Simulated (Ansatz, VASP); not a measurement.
**One calculation of Zn2SbO4, two programs**

```xyz
7
Lattice="4.4215 0.0000 0.0000 0.0000 4.4215 0.0000 0.0000 0.0000 5.9035" Properties=species:S:1:pos:R:3 pbc="T T T"
Zn    0.0000    0.0000    2.9518
Zn    2.2107    2.2107    2.9518
Sb    2.2107    2.2107    0.0000
O     0.0000    2.2107    0.7476
O     2.2107    0.0000    0.7476
O     0.0000    2.2107    5.1559
O     2.2107    0.0000    5.1559
```

Alike in both runs: functional PBE; k mesh 3 × 3 × 4; occupations gaussian, width 0.2 eV; no spin polarisation.

Ansatz relaxed the structure, and its values are those at the end. VASP's run is a single point on that final structure, the one shown.

|  | VASP | Ansatz |
| --- | --- | --- |
| version | VASP 6.6.1 | Ansatz 0.2.0 |
| potentials or method | VASP PAW PBE potentials, release 64 (Zn, Sb, O), cutoff 520 eV | scalar-relativistic, plane waves, PAW |
| valence electrons in the cell | 53 | 63 |

Ansatz gave:

- gap on the k mesh at the Fermi level (eV): none
- pressure (GPa): 0.1
- rms of the force components (eV/Å): 0.006

Question: What did VASP give for the same quantities?

Answer: gap on the k mesh at the Fermi level (eV): none; pressure (GPa): -0.2; rms of the force components (eV/Å): 0.081.

A gap of «none» marks a metal or a gap that the smearing closes. VASP's potentials hold 53 valence electrons a cell and Ansatz's 63, so a difference there can come from the potentials and not from the codes.

The k mesh is coarse, so the values compare programs but aren't converged. Spin-orbit coupling is off throughout.
